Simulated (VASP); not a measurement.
## WS2: single point with LDA

The system is WS2, a slab with vacuum.

```xyz
3
Lattice="3.1835 0.0000 0.0000 -1.5918 2.7570 0.0000 0.0000 0.0000 16.9506" Properties=species:S:1:pos:R:3 pbc="T T T"
W     0.0000    1.8380    0.0000
S     1.5918    0.9190   15.3911
S     1.5918    0.9190    1.5595
```

```json
{
 "Program": "VASP 6.6.1",
 "Task": "single point",
 "Functional": "LDA",
 "Potentials or basis": "VASP PAW LDA potentials, release 64 (W_sv, S)",
 "Cutoff": "520 eV",
 "k mesh": "12 × 12 × 2",
 "Occupations": "gaussian, width 0.05 eV",
 "Spin": "no spin polarisation"
}
```

| Quantity | Value |
| --- | --- |
| Largest force | 0.357 eV/Å |
| Band gap on the k mesh | 1.78 eV |

Forces in eV/Å, atoms in the order of the input:
```
W    0.000  0.000  0.000
S    0.000  0.000  0.357
S    0.000  0.000 -0.357
```

Levels at points of the mesh, in eV from the valence-band top:
```
           k point  band 9  band 10  band 11  band 12  band 13  band 14  band 15  band 16  band 17  band 18
(0.00, 0.00, 0.00)   -2.87    -2.03    -1.63    -1.63     0.00     2.90     2.90     3.10     3.10     5.03
(0.50, 0.00, 0.00)   -4.38    -3.41    -2.04    -1.22    -0.87     2.82     3.29     4.04     4.78     5.08
(0.00, 0.00, 0.50)   -2.87    -2.03    -1.63    -1.63     0.00     2.90     2.90     3.10     3.10     5.05
(0.50, 0.00, 0.50)   -4.38    -3.41    -2.04    -1.22    -0.87     2.82     3.29     4.04     4.78     5.08
```

It took 3 min on 1 thread of AMD EPYC 7R13, on a shared host, peak memory 0.24 GiB.

Caveat: spin-orbit coupling is left out, which moves the levels of the heavy elements.
